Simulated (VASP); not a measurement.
# W (Pm-3m) in VASP: single point with r2SCAN

Aim: the single point of W with r2SCAN.

Everything below comes from runs of VASP 6.6.1. Logs are shortened: lines on timing, memory, paths and dates and some standing lists are left out, and cuts for length are marked.

### Step 1. The cell of the first run

It takes space group Pm-3m (No. 221, cubic). The conventional cell has a = 2.536 Å, b = 2.536 Å, c = 2.536 Å, α = 90.00°, β = 90.00°, γ = 90.00°. W (site symmetry m-3m) has 6 W at 2.54 Å within 3.3 Å.

### Step 2. Single point, r2SCAN

POSCAR

```
W
1.0
   -0.8451852334      1.6903704669      1.6903704669
    1.6903704669     -0.8451852334      1.6903704669
    1.6903704669      1.6903704669     -0.8451852334
W
1
Direct
    0.0000000000      0.0000000000      0.0000000000
```

INCAR.step1

```
SYSTEM = W
ALGO = Normal ; EDIFF = 1E-4
ENCUT = 520 ; GGA = PE
ISMEAR = 0 ; LASPH = .TRUE.
LCHARG = .FALSE. ; LREAL = .FALSE.
LWAVE = .TRUE. ; NBANDS = 13
NELM = 80 ; PREC = Accurate
SIGMA = 0.15
```

INCAR.step2

```
SYSTEM = W
ALGO = Normal ; EDIFF = 1E-7
ENCUT = 520 ; ISIF = 2
ISMEAR = 0 ; ISTART = 1
LASPH = .TRUE. ; LCHARG = .FALSE.
LMIXTAU = .TRUE. ; LREAL = .FALSE.
LWAVE = .FALSE. ; METAGGA = R2SCAN
NBANDS = 13 ; NELM = 80
PREC = Accurate ; SIGMA = 0.15
```

KPOINTS

```
k-points
0
G
  16 16 16
  0 0 0
```

Potentials or basis: VASP PAW PBE potentials, release 64 (W_sv).

Run with:

```bash
$ cat potpaw_PBE.64/W_sv/POTCAR > POTCAR
$ cp INCAR.step1 INCAR
$ mpirun -np 1 vasp_std > vasp.out
$ cp INCAR.step2 INCAR
$ mpirun -np 1 vasp_std > vasp.out
```

OUTCAR:

```text
SYSTEM = W
   EDIFF = 1E-7
   ENCUT = 520
   ISIF = 2
   ISMEAR = 0
   ISTART = 1
   LASPH = .TRUE.
   LREAL = .FALSE.
   METAGGA = R2SCAN
   NELM = 80
   PREC = Accurate

 ion  position               nearest neighbor table
   1  0.000  0.000  0.000-

  LATTYP: Found a simple cubic cell.
 ALAT       =     2.5355557003

  Lattice vectors:

 A1 = (  -0.8451852334,   1.6903704669,   1.6903704669)
 A2 = (   1.6903704669,  -0.8451852334,   1.6903704669)
 A3 = (   1.6903704669,   1.6903704669,  -0.8451852334)

Analysis of symmetry for initial positions (statically):
=====================================================================
 Subroutine PRICEL returns:
 Original cell was already a primitive cell.

 Routine SETGRP: Setting up the symmetry group for a
 simple cubic supercell.

 Subroutine GETGRP returns: Found 48 space group operations
 (whereof 48 operations were pure point group operations)
 out of a pool of 48 trial point group operations.

The static configuration has the point symmetry O_h .

Analysis of symmetry for dynamics (positions and initial velocities):
=====================================================================
 Subroutine PRICEL returns:
 Original cell was already a primitive cell.

 Routine SETGRP: Setting up the symmetry group for a
 simple cubic supercell.

 Subroutine GETGRP returns: Found 48 space group operations
 (whereof 48 operations were pure point group operations)
 out of a pool of 48 trial point group operations.

The dynamic configuration has the point symmetry O_h .

 Subroutine INISYM returns: Found 48 space group operations
 (whereof 48 operations are pure point group operations),
 and found     1 'primitive' translations

----------------------------------------------------------------------------------------

                                     Primitive cell

  volume of cell :      16.3012

  direct lattice vectors                    reciprocal lattice vectors
    -0.845185233  1.690370467  1.690370467    -0.131463621  0.262927242  0.262927242
     1.690370467 -0.845185233  1.690370467     0.262927242 -0.131463621  0.262927242
     1.690370467  1.690370467 -0.845185233     0.262927242  0.262927242 -0.131463621

  length of vectors
     2.535555700  2.535555700  2.535555700     0.394390863  0.394390863  0.394390863

  position of ions in fractional coordinates (direct lattice)
     0.000000000  0.000000000  0.000000000

  ion indices of the primitive-cell ions
   primitive index   ion index
                 1           1

----------------------------------------------------------------------------------------

 KPOINTS: k-points

Automatic generation of k-mesh.
 Grid dimensions read from file:
 generate k-points for:   16   16   16

 Generating k-lattice:

  Cartesian coordinates                     Fractional coordinates (reciprocal lattice)
    -0.008216476  0.016432953  0.016432953     0.062500000  0.000000000  0.000000000
     0.016432953 -0.008216476  0.016432953     0.000000000  0.062500000  0.000000000
     0.016432953  0.016432953 -0.008216476     0.000000000  0.000000000  0.062500000

  Length of vectors
     0.024649429  0.024649429  0.024649429

  Shift w.r.t. Gamma in fractional coordinates (k-lattice)
     0.000000000  0.000000000  0.000000000

 Subroutine IBZKPT returns following result:
 ===========================================

 Found    165 irreducible k-points:

 Following reciprocal coordinates:
            Coordinates               Weight
  0.000000  0.000000  0.000000      1.000000
  0.062500  0.000000  0.000000      6.000000
  0.125000  0.000000  0.000000      6.000000
  0.187500  0.000000  0.000000      6.000000
  0.250000  0.000000  0.000000      6.000000
  0.312500  0.000000  0.000000      6.000000
[... 16 lines left out ...]
  0.437500  0.125000  0.000000     24.000000
  0.500000  0.125000  0.000000     12.000000
 [... further k-points ...]
   k-points           NKPTS =    165   k-points in BZ     NKDIM =    165   number of bands    NBANDS=     13
   number of dos      NEDOS =    301   number of ions     NIONS =      1
   total plane-waves  NPLWV =   8000
   dimension x,y,z NGX =    20 NGY =   20 NGZ =   20
   dimension x,y,z NGXF=    40 NGYF=   40 NGZF=   40
   ions per type =               1
   NGX,Y,Z   is equivalent  to a cutoff of  13.11, 13.11, 13.11 a.u.
   NGXF,Y,Z  is equivalent  to a cutoff of  26.23, 26.23, 26.23 a.u.
 SYSTEM =  W
   PREC   = accura    normal or accurate (medium, high low for compatibility)
   ISTART =      1    job   : 0-new  1-cont  2-samecut
   ICHARG =      0    charge: 1-file 2-atom 10-const
   ISPIN  =      1    spin polarized calculation?
   LNONCOLLINEAR =      F non collinear calculations
   LSORBIT =      F    spin-orbit coupling
   LASPH  =      T    aspherical Exc in radial PAW
   ENCUT  =  520.0 eV  38.22 Ry    6.18 a.u.   4.71  4.71  4.71*2*pi/ulx,y,z
   NELM   =     80;   NELMIN=  2; NELMDL=  0     # of ELM steps
   EDIFF  = 0.1E-06   stopping-criterion for ELM
   LREAL  =      F    real-space projection
   EDIFFG = 0.1E-05   stopping-criterion for IOM
   NSW    =      0    number of steps for IOM
   IBRION =     -1    ionic relax: 0-MD 1-quasi-New 2-CG
   NFREE  =      0    steps in history (QN), initial steepest desc. (CG)
   ISIF   =      2    stress and relaxation
   ISYM   =      2    0-nonsym 1-usesym 2-fastsym
   POTIM  = 0.5000    time-step for ionic-motion
   TEBEG  =    0.0;   TEEND  =   0.0 temperature during run
   PSTRESS=    0.0 pullay stress
   NELECT =      14.0000    total number of electrons
   NUPDOWN=      -1.0000    fix difference up-down
   EMIN   =  10.00;   EMAX   =-10.00  energy-range for DOS
   EFERMI =   0.00;   METHOD = LEGACY
   ISMEAR =     0;   SIGMA  =   0.15  broadening in eV -4-tet -1-fermi 0-gaus
   EFERMI_NEDOS =   21; number of points for ismear=-14 and -15
   IALGO  =     38    algorithm
   IMIX   =      4    mixing-type and parameters
     AMIX     =   0.40;   BMIX     =  1.00
     AMIX_MAG =   1.60;   BMIX_MAG =  1.00
  volume/ion in A,a.u.               =      16.30       110.01
  Fermi-wavevector in a.u.,A,eV,Ry     =   1.556125  2.940649 32.946829  2.421524
  Thomas-Fermi vector in A             =   2.659966
   LORBIT       =      0    0 simple, 1 ext, 2 COOP (PROOUT), +10 PAW based schemes
   METAGGA = R2SCAN    functional components
   LHFCALC =     F    Hartree Fock is set to
   AEXX    =    0.0000 exact exchange contribution
   IVDW    =     0    specifies the selected vdW correction
   LEPSILON=     F    determine dielectric tensor
   LRPA    =     F    only Hartree local field effects (RPA)
 non-spin polarized calculation
 Gauss-broadening in eV      SIGMA  =   0.15
  energy-cutoff  :      520.00
  volume of cell :       16.30
 maximum number of plane-waves:       461
 NGX is ok and might be reduce to    20
   NGX =  9   NGY =  9   NGZ =  9

 number of electron      13.9999997 magnetization

 Free energy of the ion-electron system (eV)
  ---------------------------------------------------
  ext. energy  EPLUGINS =         0.00000000
  ---------------------------------------------------
  free energy    TOTEN  =       -49.66429110 eV

  energy without entropy =      -49.65562941  energy(sigma->0) =      -49.65996026

 E-fermi :  10.8442     XC(G=0): -14.5523

 val. band max:       10.8256323099   @ k =   0.4375   0.3125   0.1875
 cond. band min:      10.8494579592   @ k =   0.5000   0.3125   0.1875
 fundamental gap:      0.0238256493
 Fermi energy:        10.8442417892

 k-point     1 :       0.0000    0.0000    0.0000
  band No.  band energies     occupation
      1     -65.1349      2.00000
      2     -27.8531      2.00000
      3     -27.8531      2.00000
      4     -27.8531      2.00000
      5       1.2258      2.00000
      6       5.4716      2.00000
      7       5.4716      2.00000
      8      16.6457      0.00000
      9      16.6457      0.00000
     10      16.6457      0.00000
     11      27.4948      0.00000
     12      27.4948      0.00000
     13      27.4948      0.00000

 k-point     2 :       0.0625    0.0000    0.0000
  band No.  band energies     occupation
      1     -65.1284      2.00000
      2     -27.9339      2.00000
      3     -27.8465      2.00000
      4     -27.8465      2.00000
      5       1.3777      2.00000
      6       5.5116      2.00000
      7       5.6430      2.00000
      8      16.3745      0.00000
      9      16.3745      0.00000
     10      16.6637      0.00000
     11      26.6907      0.00000
     12      27.8342      0.00000
     13      27.8342      0.00000

 k-point     3 :       0.1250    0.0000    0.0000
  band No.  band energies     occupation
      1     -65.1099      2.00000
      2     -28.1599      2.00000
      3     -27.8276      2.00000
      4     -27.8276      2.00000
      5       1.7983      2.00000
      6       5.6273      2.00000
      7       6.1548      2.00000
      8      15.6787      0.00000
      9      15.6787      0.00000
     10      16.7151      0.00000
     11      25.0359      0.00000
     12      28.7206      0.00000
     13      28.7206      0.00000

 k-point     4 :       0.1875    0.0000    0.0000
  band No.  band energies     occupation
      1     -65.0822      2.00000
      2     -28.4875      2.00000
      3     -27.7992      2.00000
      4     -27.7992      2.00000
      5       2.4024      2.00000
      6       5.8062      2.00000
      7       6.9783      2.00000
      8      14.7881      0.00000
      9      14.7881      0.00000
     10      16.7929      0.00000
     11      23.3281      0.00000
     12      29.8938      0.00000
     13      29.8938      0.00000

 k-point     5 :       0.2500    0.0000    0.0000
  band No.  band energies     occupation
      1     -65.0495      2.00000
      2     -28.8591      2.00000
      3     -27.7655      2.00000
      4     -27.7655      2.00000
      5       3.0983      2.00000
      6       6.0267      2.00000
      7       8.0033      2.00000
      8      13.8906      0.00000
      9      13.8906      0.00000
     10      16.8863      0.00000
     11      21.9327      0.00000
     12      29.0484      0.00000
     13      31.1376      0.00000
[... 257 lines left out ...]
 k-point    22 :       0.3750    0.1250    0.0000
  band No.  band energies     occupation
      1     -64.9642      2.00000
      2     -29.4710      2.00000
      3     -27.9941      2.00000
      4     -27.6783      2.00000
      5       5.0163      2.00000
      6       7.0490      2.00000
      7       8.9052      2.00000
      8      12.6260      0.00000
      9      12.7844      0.00000
     10      16.2367      0.00000
     11      21.4987      0.00000
     12      27.5268      0.00000
     13      30.0717      0.00000

 k-point    23 :       0.4375    0.1250    0.0000
  band No.  band energies     occupation
      1     -64.9455      2.00000
      2     -29.6602      2.00000
      3     -27.9728      2.00000
      4     -27.6590      2.00000
      5       5.5418      2.00000
      6       7.2613      2.00000
      7       8.5554      2.00000
      8      12.2556      0.00000
      9      13.1547      0.00000
     10      16.3041      0.00000
     11      21.6931      0.00000
     12      26.9338      0.00000
     13      30.7018      0.00000

 k-point    24 :       0.5000    0.1250    0.0000
  band No.  band energies     occupation
      1     -64.9389      2.00000
      2     -29.7258      2.00000
      3     -27.9653      2.00000
      4     -27.6522      2.00000
      5       5.7565      2.00000
      6       7.3743      2.00000
      7       8.3366      2.00000
      8      12.1296      0.00000
      9      13.2889      0.00000
     10      16.3280      0.00000
     11      21.9175      0.00000
     12      26.7197      0.00000
     13      31.1810      0.00000

 [... further k-points ...]
[... 5 lines left out ...]
  --------------------------------------------------------------------------------------
  -------------------------------------------------------------------------------------
  Total        3.0477580      3.0477580      3.0477580      0.0000000      0.0000000      0.0000000
  in kB      299.5515677    299.5515677    299.5515677      0.0000000      0.0000000      0.0000000
  external PRESSURE =     299.5515677 kB  Pullay stress =       0.0000000 kB

 VOLUME and BASIS-vectors are now :
 -----------------------------------------------------------------------------
  energy-cutoff  :      520.00
  volume of cell :       16.30
      direct lattice vectors                 reciprocal lattice vectors
    -0.845185233  1.690370467  1.690370467    -0.131463621  0.262927242  0.262927242
     1.690370467 -0.845185233  1.690370467     0.262927242 -0.131463621  0.262927242
     1.690370467  1.690370467 -0.845185233     0.262927242  0.262927242 -0.131463621

 POSITION                                       TOTAL-FORCE (eV/Angst)
 -----------------------------------------------------------------------------------
      0.00000      0.00000      0.00000         0.000000      0.000000      0.000000
 -----------------------------------------------------------------------------------
    total drift:                                0.000000      0.000000      0.000000

  FREE ENERGIE OF THE ION-ELECTRON SYSTEM (eV)
  ---------------------------------------------------
  free  energy   TOTEN  =       -49.6642911049 eV

  energy  without entropy=      -49.6556294067  energy(sigma->0) =      -49.65996026
```

Run time: 60 s. Hardware: 1 thread of Intel Xeon Platinum 8559C (Emerald Rapids), shared host; peak memory 0.15 GiB.

Results:

- Free energy: -49.6643 eV
- Pressure: 30.0 GPa
- Band gap on the k mesh: zero (band 7 reaches 13.17 eV, above the bottom of band 8 at 9.54 eV)

Caveat: the PAW data sets were made with another functional, which shifts forces and pressure a little; spin-orbit coupling is left out, which moves the levels of the heavy elements.
